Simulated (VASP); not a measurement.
MoS2: single point with LDA

MoS2, a slab with vacuum:

```
Mo S
1.0
     3.20521    0.00000    0.00000
    -1.60261    2.77580    0.00000
     0.00000    0.00000   17.44940
Mo S
1 2
Cartesian
  0.0000 0.0000 0.0000
  0.0000 1.8505 15.8878
  0.0000 1.8505 1.5616
```

- Program: VASP 6.6.1
- Task: single point
- Functional: LDA
- Potentials or basis: VASP PAW LDA potentials, release 64 (Mo_sv, S)
- Cutoff: 520 eV
- k mesh: 10 × 10 × 2
- Occupations: fermi-dirac, width 0.05 eV
- Spin: no spin polarisation

```
Largest force          : 0.687 eV/Å
Band gap on the k mesh : 1.69 eV, indirect (least direct gap 1.88 eV)
```

Forces in eV/Å, atoms in the order of the input:
```
Mo   0.000  0.000  0.000
S    0.000  0.000  0.687
S    0.000  0.000 -0.687
```

Levels at points of the mesh, in eV from the valence-band top:
```
           k point  band 11  band 12  band 13  band 14  band 15  band 16
(0.00, 0.00, 0.00)    -1.55    -1.55     0.00     2.67     2.67     2.93
(0.50, 0.00, 0.00)    -1.83    -1.02    -0.65     2.12     2.63     3.75
(0.00, 0.00, 0.50)    -1.55    -1.55     0.00     2.67     2.67     2.93
(0.50, 0.00, 0.50)    -1.83    -1.02    -0.65     2.12     2.63     3.75
```

Run time: 80 s on 1 thread of Intel(R) Xeon(R) Platinum 8259CL CPU @ 2.50GHz (Skylake/Cascade Lake), with other jobs on the host, peak memory 0.26 GiB.
